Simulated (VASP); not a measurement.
# Sc3TeBr (Pm-3m) in VASP: a series of runs

Sc3TeBr is run at these levels: PBE; tasks: single point, relaxation of cell and atoms.

Program: VASP 6.6.1. These are calculated values, not measurements. Logs are shortened: lines on timing, memory, paths and dates and some standing lists are left out, and cuts for length are marked.

## 1. The cell of the first run

Symmetry: Pm-3m, No. 221, cubic system. Conventional cell: a = 5.002 Å, b = 5.002 Å, c = 5.002 Å, α = 90.00°, β = 90.00°, γ = 90.00°. Within 3.3 Å of Sc (site symmetry 4/mmm) lie 2 Br at 2.50 Å. Within 4.6 Å of Te (site symmetry m-3m) lie 12 Sc at 3.54 Å and 8 Br at 4.33 Å. Within 3.3 Å of Br (site symmetry m-3m) lie 6 Sc at 2.50 Å.

The cell was generated, and may not be a known phase.

## 2. Single point, PBE

INCAR reads:

```
SYSTEM = Sc3TeBr
ALGO = Normal ; EDIFF = 1E-6
ENCUT = 520 ; GGA = PE
ISIF = 2 ; ISMEAR = 0
LASPH = .TRUE. ; LCHARG = .FALSE.
LREAL = .FALSE. ; LWAVE = .FALSE.
NBANDS = 31 ; NELM = 100
PREC = Accurate ; SIGMA = 0.1
```

KPOINTS reads:

```
k-points
0
G
  8 8 8
  0 0 0
```

POSCAR reads:

```
Sc3TeBr
1.0
    5.0015599498      0.0000000000      0.0000000000
    0.0000000000      5.0015599498      0.0000000000
    0.0000000000      0.0000000000      5.0015599498
Sc Te Br
3 1 1
Direct
    0.0000000000      0.5000000000      0.5000000000
    0.5000000000      0.5000000000      0.0000000000
    0.5000000000      0.0000000000      0.5000000000
    0.0000000000      0.0000000000      0.0000000000
    0.5000000000      0.5000000000      0.5000000000
```

Potentials or basis: VASP PAW PBE potentials, release 64 (Sc_sv, Te, Br).

The run is started by

```bash
> cat potpaw_PBE.64/Sc_sv/POTCAR potpaw_PBE.64/Te/POTCAR potpaw_PBE.64/Br/POTCAR > POTCAR
> mpirun -np 1 vasp_std > vasp.out
```

OUTCAR:

```text
SYSTEM = Sc3TeBr
   EDIFF = 1E-6
   ENCUT = 520
   GGA = PE
   ISIF = 2
   ISMEAR = 0
   LASPH = .TRUE.
   LREAL = .FALSE.
   NELM = 100
   PREC = Accurate

 ion  position               nearest neighbor table
   1  0.000  0.500  0.500-   5 2.50   5 2.50   4 3.54   4 3.54   4 3.54   4 3.54
   2  0.500  0.500  0.000-   5 2.50   5 2.50   4 3.54   4 3.54   4 3.54   4 3.54
   3  0.500  0.000  0.500-   5 2.50   5 2.50   4 3.54   4 3.54   4 3.54   4 3.54
   4  0.000  0.000  0.000-   1 3.54   2 3.54   3 3.54   1 3.54   3 3.54   1 3.54   2 3.54   1 3.54
                             2 3.54   3 3.54   3 3.54   2 3.54
   5  0.500  0.500  0.500-   1 2.50   2 2.50   3 2.50   2 2.50   3 2.50   1 2.50

  LATTYP: Found a simple cubic cell.
 ALAT       =     5.0015599498

  Lattice vectors:

 A1 = (   5.0015599498,   0.0000000000,   0.0000000000)
 A2 = (   0.0000000000,   5.0015599498,   0.0000000000)
 A3 = (   0.0000000000,   0.0000000000,   5.0015599498)

Analysis of symmetry for initial positions (statically):
=====================================================================
 Subroutine PRICEL returns:
 Original cell was already a primitive cell.

 Routine SETGRP: Setting up the symmetry group for a
 simple cubic supercell.

 Subroutine GETGRP returns: Found 48 space group operations
 (whereof 48 operations were pure point group operations)
 out of a pool of 48 trial point group operations.

The static configuration has the point symmetry O_h .

Analysis of symmetry for dynamics (positions and initial velocities):
=====================================================================
 Subroutine PRICEL returns:
 Original cell was already a primitive cell.

 Routine SETGRP: Setting up the symmetry group for a
 simple cubic supercell.

 Subroutine GETGRP returns: Found 48 space group operations
 (whereof 48 operations were pure point group operations)
 out of a pool of 48 trial point group operations.

The dynamic configuration has the point symmetry O_h .

 Subroutine INISYM returns: Found 48 space group operations
 (whereof 48 operations are pure point group operations),
 and found     1 'primitive' translations

----------------------------------------------------------------------------------------

                                     Primitive cell

  volume of cell :     125.1170

  direct lattice vectors                    reciprocal lattice vectors
     5.001559950  0.000000000  0.000000000     0.199937621  0.000000000  0.000000000
     0.000000000  5.001559950  0.000000000     0.000000000  0.199937621  0.000000000
     0.000000000  0.000000000  5.001559950     0.000000000  0.000000000  0.199937621

  length of vectors
     5.001559950  5.001559950  5.001559950     0.199937621  0.199937621  0.199937621

  position of ions in fractional coordinates (direct lattice)
     0.000000000  0.500000000  0.500000000
     0.500000000  0.500000000  0.000000000
     0.500000000  0.000000000  0.500000000
     0.000000000  0.000000000  0.000000000
     0.500000000  0.500000000  0.500000000

  ion indices of the primitive-cell ions
   primitive index   ion index
                 1           1
                 2           2
                 3           3
                 4           4
                 5           5

----------------------------------------------------------------------------------------

 KPOINTS: k-points

Automatic generation of k-mesh.
 Grid dimensions read from file:
 generate k-points for:    8    8    8

 Generating k-lattice:

  Cartesian coordinates                     Fractional coordinates (reciprocal lattice)
     0.024992203  0.000000000  0.000000000     0.125000000  0.000000000  0.000000000
     0.000000000  0.024992203  0.000000000     0.000000000  0.125000000  0.000000000
     0.000000000  0.000000000  0.024992203     0.000000000  0.000000000  0.125000000

  Length of vectors
     0.024992203  0.024992203  0.024992203

  Shift w.r.t. Gamma in fractional coordinates (k-lattice)
     0.000000000  0.000000000  0.000000000

 Subroutine IBZKPT returns following result:
 ===========================================

 Found     35 irreducible k-points:

 Following reciprocal coordinates:
            Coordinates               Weight
  0.000000  0.000000  0.000000      1.000000
  0.125000  0.000000  0.000000      6.000000
  0.250000  0.000000  0.000000      6.000000
  0.375000  0.000000  0.000000      6.000000
  0.500000  0.000000  0.000000      3.000000
  0.125000  0.125000  0.000000     12.000000
[... 16 lines left out ...]
  0.375000  0.375000  0.125000     24.000000
  0.500000  0.375000  0.125000     24.000000
 [... further k-points ...]
   k-points           NKPTS =     35   k-points in BZ     NKDIM =     35   number of bands    NBANDS=     31
   number of dos      NEDOS =    301   number of ions     NIONS =      5
   total plane-waves  NPLWV =  64000
   dimension x,y,z NGX =    40 NGY =   40 NGZ =   40
   dimension x,y,z NGXF=    80 NGYF=   80 NGZF=   80
   ions per type =               3   1   1
   NGX,Y,Z   is equivalent  to a cutoff of  13.30, 13.30, 13.30 a.u.
   NGXF,Y,Z  is equivalent  to a cutoff of  26.59, 26.59, 26.59 a.u.
 SYSTEM =  Sc3TeBr
   PREC   = accura    normal or accurate (medium, high low for compatibility)
   ISTART =      0    job   : 0-new  1-cont  2-samecut
   ICHARG =      2    charge: 1-file 2-atom 10-const
   ISPIN  =      1    spin polarized calculation?
   LNONCOLLINEAR =      F non collinear calculations
   LSORBIT =      F    spin-orbit coupling
   LASPH  =      T    aspherical Exc in radial PAW
   ENCUT  =  520.0 eV  38.22 Ry    6.18 a.u.   9.30  9.30  9.30*2*pi/ulx,y,z
   NELM   =    100;   NELMIN=  2; NELMDL= -5     # of ELM steps
   EDIFF  = 0.1E-05   stopping-criterion for ELM
   LREAL  =      F    real-space projection
   EDIFFG = 0.1E-04   stopping-criterion for IOM
   NSW    =      0    number of steps for IOM
   IBRION =     -1    ionic relax: 0-MD 1-quasi-New 2-CG
   NFREE  =      0    steps in history (QN), initial steepest desc. (CG)
   ISIF   =      2    stress and relaxation
   ISYM   =      2    0-nonsym 1-usesym 2-fastsym
   POTIM  = 0.5000    time-step for ionic-motion
   TEBEG  =    0.0;   TEEND  =   0.0 temperature during run
   PSTRESS=    0.0 pullay stress
   NELECT =      46.0000    total number of electrons
   NUPDOWN=      -1.0000    fix difference up-down
   EMIN   =  10.00;   EMAX   =-10.00  energy-range for DOS
   EFERMI =   0.00;   METHOD = LEGACY
   ISMEAR =     0;   SIGMA  =   0.10  broadening in eV -4-tet -1-fermi 0-gaus
   EFERMI_NEDOS =   21; number of points for ismear=-14 and -15
   IALGO  =     38    algorithm
   IMIX   =      4    mixing-type and parameters
     AMIX     =   0.40;   BMIX     =  1.00
     AMIX_MAG =   1.60;   BMIX_MAG =  1.00
  volume/ion in A,a.u.               =      25.02       168.87
  Fermi-wavevector in a.u.,A,eV,Ry     =   1.172795  2.216260 18.714095  1.375447
  Thomas-Fermi vector in A             =   2.309218
   LORBIT       =      0    0 simple, 1 ext, 2 COOP (PROOUT), +10 PAW based schemes
   GGA     = PE    functional components
   LHFCALC =     F    Hartree Fock is set to
   AEXX    =    0.0000 exact exchange contribution
   IVDW    =     0    specifies the selected vdW correction
   LEPSILON=     F    determine dielectric tensor
   LRPA    =     F    only Hartree local field effects (RPA)
 non-spin polarized calculation
 Gauss-broadening in eV      SIGMA  =   0.10
  energy-cutoff  :      520.00
  volume of cell :      125.12
 maximum number of plane-waves:      3407
 NGX is ok and might be reduce to    40
   NGX = 19   NGY = 19   NGZ = 19

 number of electron      46.0000005 magnetization

 Free energy of the ion-electron system (eV)
  ---------------------------------------------------
  ext. energy  EPLUGINS =         0.00000000
  ---------------------------------------------------
  free energy    TOTEN  =       -24.29691539 eV

  energy without entropy =      -24.26351077  energy(sigma->0) =      -24.28021308

 E-fermi :   5.7521     XC(G=0):  -9.7862

 val. band max:        5.7407098608   @ k =   0.5000   0.5000   0.2500
 cond. band min:       5.7661581048   @ k =   0.1250   0.1250   0.1250
 fundamental gap:      0.0254482440
 Fermi energy:         5.7521440743

 k-point     1 :       0.0000    0.0000    0.0000
  band No.  band energies     occupation
      1     -44.1653      2.00000
      2     -44.1380      2.00000
      3     -44.1380      2.00000
      4     -22.9492      2.00000
      5     -22.9492      2.00000
      6     -22.9492      2.00000
[... 23 lines left out ...]
     30       7.2069      0.00000
     31       7.2069      0.00000

 k-point     2 :       0.1250    0.0000    0.0000
  band No.  band energies     occupation
      1     -44.1643      2.00000
      2     -44.1389      2.00000
      3     -44.1380      2.00000
      4     -22.9470      2.00000
      5     -22.9461      2.00000
      6     -22.9461      2.00000
[... 23 lines left out ...]
     30       7.2823      0.00000
     31       7.2823      0.00000

 k-point     3 :       0.2500    0.0000    0.0000
  band No.  band energies     occupation
      1     -44.1618      2.00000
      2     -44.1414      2.00000
      3     -44.1380      2.00000
      4     -22.9407      2.00000
      5     -22.9379      2.00000
      6     -22.9379      2.00000
[... 23 lines left out ...]
     30       7.4892      0.00000
     31       7.5620      0.00000

 k-point     4 :       0.3750    0.0000    0.0000
  band No.  band energies     occupation
      1     -44.1583      2.00000
      2     -44.1449      2.00000
      3     -44.1380      2.00000
      4     -22.9313      2.00000
      5     -22.9285      2.00000
      6     -22.9285      2.00000
[... 635 lines left out ...]
     30       7.5501      0.00000
     31       7.7249      0.00000

 k-point    23 :       0.3750    0.3750    0.1250
  band No.  band energies     occupation
      1     -44.1523      2.00000
      2     -44.1456      2.00000
      3     -44.1431      2.00000
      4     -23.0579      2.00000
      5     -22.8897      2.00000
      6     -22.8825      2.00000
[... 23 lines left out ...]
     30       7.5799      0.00000
     31       7.9499      0.00000

 k-point    24 :       0.5000    0.3750    0.1250
  band No.  band energies     occupation
      1     -44.1502      2.00000
      2     -44.1469      2.00000
      3     -44.1438      2.00000
      4     -23.0682      2.00000
      5     -22.8929      2.00000
      6     -22.8769      2.00000
[... 23 lines left out ...]
     30       7.6849      0.00000
     31       7.6866      0.00000

 [... further k-points ...]
[... 5 lines left out ...]
  --------------------------------------------------------------------------------------
  -------------------------------------------------------------------------------------
  Total        0.1397496      0.1397496      0.1397496      0.0000000     -0.0000000     -0.0000000
  in kB        1.7895531      1.7895531      1.7895531      0.0000000     -0.0000000     -0.0000000
  external PRESSURE =       1.7895531 kB  Pullay stress =       0.0000000 kB

 VOLUME and BASIS-vectors are now :
 -----------------------------------------------------------------------------
  energy-cutoff  :      520.00
  volume of cell :      125.12
      direct lattice vectors                 reciprocal lattice vectors
     5.001559950  0.000000000  0.000000000     0.199937621  0.000000000  0.000000000
     0.000000000  5.001559950  0.000000000     0.000000000  0.199937621  0.000000000
     0.000000000  0.000000000  5.001559950     0.000000000  0.000000000  0.199937621

 POSITION                                       TOTAL-FORCE (eV/Angst)
 -----------------------------------------------------------------------------------
      0.00000      2.50078      2.50078         0.000000      0.000000      0.000000
      2.50078      2.50078      0.00000         0.000000      0.000000      0.000000
      2.50078      0.00000      2.50078         0.000000      0.000000      0.000000
      0.00000      0.00000      0.00000         0.000000      0.000000      0.000000
      2.50078      2.50078      2.50078         0.000000      0.000000      0.000000
 -----------------------------------------------------------------------------------
    total drift:                               -0.000000     -0.000000     -0.000000

  FREE ENERGIE OF THE ION-ELECTRON SYSTEM (eV)
  ---------------------------------------------------
  free  energy   TOTEN  =       -24.2969153935 eV

  energy  without entropy=      -24.2635107724  energy(sigma->0) =      -24.28021308
```

Wall time 2.4 min (1 thread of Intel Xeon Platinum 8488C (Sapphire Rapids), shared host); peak memory 0.32 GiB.

What came out:

```yaml
Free_energy: -24.2969 eV
Pressure: 0.2 GPa
Band_gap_on_the_k_mesh: zero (bands 23 and 24 overlap by 1.51 eV)
```

Caveat: spin-orbit coupling is left out, which moves the levels of the heavy elements.

(Continued in part 2 of 2.)

The gap in the log of VASP goes by the Fermi energy; the results here count the filled bands.